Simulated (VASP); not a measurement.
# TePt3 (P6_3/mmc) in VASP: further runs

TePt3 is run at these levels: PBE; tasks: single point, relaxation of cell and atoms.

Everything below comes from runs of VASP 6.6.1. Logs are shortened: lines on timing, memory, paths and dates and some standing lists are left out, and cuts for length are marked.

### Step 1. The cell of the first run

Symmetry: P6_3/mmc, No. 194, hexagonal system. Conventional cell: a = 5.638 Å, b = 5.638 Å, c = 5.118 Å, α = 90.00°, β = 90.00°, γ = 120.00°. Within 3.7 Å of Te (site symmetry -6m2) lie 12 Pt at 2.82 to 3.05 Å. Within 3.7 Å of Pt (site symmetry mm2) lie 8 Pt at 2.78 to 3.02 Å and 4 Te at 2.82 to 3.05 Å.

### Step 2. Single point, PBE

INCAR reads:

```
ALGO     = Fast           # electronic algorithm
EDIFF    = 1E-6           # SCF threshold, eV
ENCUT    = 520            # plane-wave cutoff, eV
GGA      = PE             # functional
ISIF     = 2              # what is computed and relaxed
ISMEAR   = 0              # smearing method
LASPH    = True           # aspherical terms in the spheres
LCHARG   = False          # write CHGCAR
LREAL    = False          # projectors in reciprocal space
LWAVE    = False          # write WAVECAR
NBANDS   = 46             # bands
NELM     = 100            # most SCF steps
PREC     = Accurate       # precision mode
SIGMA    = 0.1            # smearing width, eV
```

KPOINTS reads:

```
k-points
0
Gamma
  3 3 4
```

POSCAR reads:

```
TePt3
1.0
    5.6376018427      0.0000000000      0.0000000000
   -2.8188009214      4.8823064122      0.0000000000
    0.0000000000      0.0000000000      5.1183550409
Te Pt
2 6
Direct
    0.3333333333      0.6666666667      0.2500000000
    0.6666666667      0.3333333333      0.7500000000
    0.8356576120      0.6713152239      0.2500000000
    0.1643423880      0.8356576120      0.7500000000
    0.3286847761      0.1643423880      0.2500000000
    0.1643423880      0.3286847761      0.7500000000
    0.8356576120      0.1643423880      0.2500000000
    0.6713152239      0.8356576120      0.7500000000
```

Potentials or basis: VASP PAW PBE potentials, release 64 (Te, Pt).

Started as:

```
cat potpaw_PBE.64/Te/POTCAR potpaw_PBE.64/Pt/POTCAR > POTCAR
mpirun -np 1 vasp_std > vasp.out
```

OUTCAR:

```text
EDIFF = 1E-6
   ENCUT = 520
   GGA = PE
   ISIF = 2
   ISMEAR = 0
   LASPH = True
   LREAL = False
   NELM = 100
   PREC = Accurate

 ion  position               nearest neighbor table
   1  0.333  0.667  0.250-   3 2.82   5 2.82   7 2.82   7 2.82   3 2.82   5 2.82   8 3.05   8 3.05
                             6 3.05   6 3.05   4 3.05   4 3.05
   2  0.667  0.333  0.750-   6 2.82   8 2.82   4 2.82   4 2.82   6 2.82   8 2.82   5 3.05   5 3.05
                             3 3.05   3 3.05   7 3.05   7 3.05
   3  0.836  0.671  0.250-   5 2.78   7 2.78   1 2.82   1 2.82   5 2.86   7 2.86   4 3.02   4 3.02
                             8 3.02   8 3.02   2 3.05   2 3.05
   4  0.164  0.836  0.750-   8 2.78   6 2.78   2 2.82   2 2.82   8 2.86   6 2.86   3 3.02   3 3.02
                             5 3.02   5 3.02   1 3.05   1 3.05
   5  0.329  0.164  0.250-   3 2.78   7 2.78   1 2.82   1 2.82   3 2.86   7 2.86   4 3.02   4 3.02
                             6 3.02   6 3.02   2 3.05   2 3.05
   6  0.164  0.329  0.750-   8 2.78   4 2.78   2 2.82   2 2.82   8 2.86   4 2.86   7 3.02   7 3.02
                             5 3.02   5 3.02   1 3.05   1 3.05
   7  0.836  0.164  0.250-   5 2.78   3 2.78   1 2.82   1 2.82   5 2.86   3 2.86   6 3.02   6 3.02
                             8 3.02   8 3.02   2 3.05   2 3.05
   8  0.671  0.836  0.750-   6 2.78   4 2.78   2 2.82   2 2.82   6 2.86   4 2.86   7 3.02   7 3.02
                             3 3.02   3 3.02   1 3.05   1 3.05

  LATTYP: Found a hexagonal cell.
 ALAT       =     5.6376018427
 C/A-ratio  =     0.9078958010

  Lattice vectors:

 A1 = (   5.6376018427,   0.0000000000,   0.0000000000)
 A2 = (  -2.8188009214,   4.8823064122,   0.0000000000)
 A3 = (   0.0000000000,   0.0000000000,   5.1183550409)

Analysis of symmetry for initial positions (statically):
=====================================================================
 Subroutine PRICEL returns:
 Original cell was already a primitive cell.

 Routine SETGRP: Setting up the symmetry group for a
 hexagonal supercell.

 Subroutine GETGRP returns: Found 24 space group operations
 (whereof 12 operations were pure point group operations)
 out of a pool of 24 trial point group operations.

The static configuration has the point symmetry D_3d.
 The point group associated with its full space group is D_6h.

Analysis of symmetry for dynamics (positions and initial velocities):
=====================================================================
 Subroutine PRICEL returns:
 Original cell was already a primitive cell.

[... 111 lines left out ...]
   ISYM   =      2    0-nonsym 1-usesym 2-fastsym
   POTIM  = 0.5000    time-step for ionic-motion
   TEBEG  =    0.0;   TEEND  =   0.0 temperature during run
   PSTRESS=    0.0 pullay stress
   NELECT =      72.0000    total number of electrons
   NUPDOWN=      -1.0000    fix difference up-down
   EMIN   =  10.00;   EMAX   =-10.00  energy-range for DOS
   EFERMI =   0.00;   METHOD = LEGACY
   ISMEAR =     0;   SIGMA  =   0.10  broadening in eV -4-tet -1-fermi 0-gaus
   EFERMI_NEDOS =   21; number of points for ismear=-14 and -15
   IALGO  =     68    algorithm
   IMIX   =      4    mixing-type and parameters
     AMIX     =   0.40;   BMIX     =  1.00
     AMIX_MAG =   1.60;   BMIX_MAG =  1.00
  volume/ion in A,a.u.               =      17.61       118.84
  Fermi-wavevector in a.u.,A,eV,Ry     =   1.308888  2.473439 23.309324  1.713187
  Thomas-Fermi vector in A             =   2.439524
   LORBIT       =      0    0 simple, 1 ext, 2 COOP (PROOUT), +10 PAW based schemes
   GGA     = PE    functional components
   LHFCALC =     F    Hartree Fock is set to
   AEXX    =    0.0000 exact exchange contribution
   IVDW    =     0    specifies the selected vdW correction
   LEPSILON=     F    determine dielectric tensor
   LRPA    =     F    only Hartree local field effects (RPA)
 non-spin polarized calculation
 RMM-DIIS sequential band-by-band and
 Gauss-broadening in eV      SIGMA  =   0.10
  energy-cutoff  :      520.00
  volume of cell :      140.88
 maximum number of plane-waves:      3824
 NGX is ok and might be reduce to    42
   NGX = 21   NGY = 21   NGZ = 19

 number of electron      71.9999997 magnetization

 Free energy of the ion-electron system (eV)
  ---------------------------------------------------
  ext. energy  EPLUGINS =         0.00000000
  ---------------------------------------------------
  free energy    TOTEN  =       -42.17235513 eV

  energy without entropy =      -42.15562740  energy(sigma->0) =      -42.16399127

 E-fermi :  10.7800     XC(G=0): -12.4999

 val. band max:       10.7639876307   @ k =   0.0000   0.0000   0.0000
 cond. band min:      10.7855047922   @ k =   0.0000   0.0000   0.2500
 fundamental gap:      0.0215171616
 Fermi energy:        10.7799549356

 k-point     1 :       0.0000    0.0000    0.0000
  band No.  band energies     occupation
      1      -3.2906      2.00000
      2      -2.0492      2.00000
      3       4.3719      2.00000
      4       4.4183      2.00000
      5       4.6159      2.00000
      6       4.8497      2.00000
[... 430 lines left out ...]
     45      17.7919      0.00000
     46      17.7926      0.00000

------------------------ aborting loop because EDIFF is reached ----------------------------------------

  FORCE on cell =-STRESS in cart. coord.  units (eV):
  Direction    XX          YY          ZZ          XY          YZ          ZX
  --------------------------------------------------------------------------------------
  -------------------------------------------------------------------------------------
  Total       -0.0939128     -0.0939128     -0.3901995      0.0000000     -0.0000000      0.0000000
  in kB       -1.0680347     -1.0680347     -4.4375925      0.0000000     -0.0000000      0.0000000
  external PRESSURE =      -2.1912207 kB  Pullay stress =       0.0000000 kB

 VOLUME and BASIS-vectors are now :
 -----------------------------------------------------------------------------
  energy-cutoff  :      520.00
  volume of cell :      140.88
      direct lattice vectors                 reciprocal lattice vectors
     5.637601843  0.000000000  0.000000000     0.177380388  0.102410615  0.000000000
    -2.818800921  4.882306412  0.000000000     0.000000000  0.204821229  0.000000000
     0.000000000  0.000000000  5.118355041     0.000000000  0.000000000  0.195375270

 POSITION                                       TOTAL-FORCE (eV/Angst)
 -----------------------------------------------------------------------------------
     -0.00000      3.25487      1.27959        -0.000000      0.000000      0.000000
      2.81880      1.62744      3.83877        -0.000000      0.000000      0.000000
      2.81880      3.27757      1.27959        -0.000000      0.007297     -0.000000
     -1.42906      4.07994      3.83877        -0.006319      0.003648     -0.000000
      1.38975      0.80237      1.27959        -0.006319     -0.003648      0.000000
     -0.00000      1.60474      3.83877         0.000000     -0.007297      0.000000
      4.24786      0.80237      1.27959         0.006319     -0.003648      0.000000
      1.42906      4.07994      3.83877         0.006319      0.003648     -0.000000
 -----------------------------------------------------------------------------------
    total drift:                               -0.000000      0.000000      0.000000

  FREE ENERGIE OF THE ION-ELECTRON SYSTEM (eV)
  ---------------------------------------------------
  free  energy   TOTEN  =       -42.1723551332 eV

  energy  without entropy=      -42.1556274030  energy(sigma->0) =      -42.16399127
```

stdout:

```text
POSCAR found type information on POSCAR TePt
 POSCAR found :  2 types and       8 ions
 scaLAPACK will be used
 LDA part: xc-table for (Slater+PW92), standard interpolation
 POSCAR, INCAR and KPOINTS ok, starting setup
 FFT: planning ... GRIDC
 FFT: planning ... GRID_SOFT
 FFT: planning ... GRID
 WAVECAR not read
 entering main loop
```

Run time: 51 s. Hardware: 1 thread of Intel Xeon Platinum 8488C (Sapphire Rapids), shared host; peak memory 0.26 GiB.

What came out:

| Property | Result |
| --- | --- |
| Free energy | -42.1724 eV |
| Pressure | -0.2 GPa |
| Largest force | 0.007 eV/Å |
| Band gap on the k mesh | zero (band 36 reaches 11.75 eV, above the bottom of band 37 at 10.60 eV) |

Forces on the atoms (eV/Å):
```
Te   0.000  0.000  0.000
Te   0.000  0.000  0.000
Pt   0.000  0.007  0.000
Pt  -0.006  0.004  0.000
Pt  -0.006 -0.004  0.000
Pt   0.000 -0.007  0.000
Pt   0.006 -0.004  0.000
Pt   0.006  0.004  0.000
```

Caveat: the k points lie up to 0.43 Å⁻¹ apart; spin-orbit coupling is left out, which moves the levels of the heavy elements.

(Continued in part 2 of 3.)
